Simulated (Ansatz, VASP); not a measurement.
One calculation of InP, two programs

```xyz
2
Lattice="0.0000 2.9691 2.9691 2.9691 0.0000 2.9691 2.9691 2.9691 0.0000" Properties=species:S:1:pos:R:3 pbc="T T T"
In    0.0000    0.0000    0.0000
P     4.4536    4.4536    4.4536
```

Alike in both runs: task single point; functional PBE; dispersion D4; k mesh 8 × 8 × 8; occupations fermi-dirac, width 0.05 eV; no spin polarisation.

|  | VASP | Ansatz |
| --- | --- | --- |
| version | VASP 6.6.1 | Ansatz 0.2.0 |
| potentials or method | VASP PAW PBE potentials, release 64 (In_d, P) | Ansatz PAW |
| plane-wave cutoff (eV) | 520 | 420 |
| valence electrons in the cell | 18 | 18 |

|  | VASP | Ansatz | Ansatz less VASP |
| --- | --- | --- | --- |
| gap on the k mesh at the Fermi level (eV) | 0.50 | 0.50 | +0.003 |
| least direct gap on the mesh (eV) | 0.50 | 0.50 | +0.003 |
| pressure (GPa) | -1.5 | -1.5 | +0.05 |
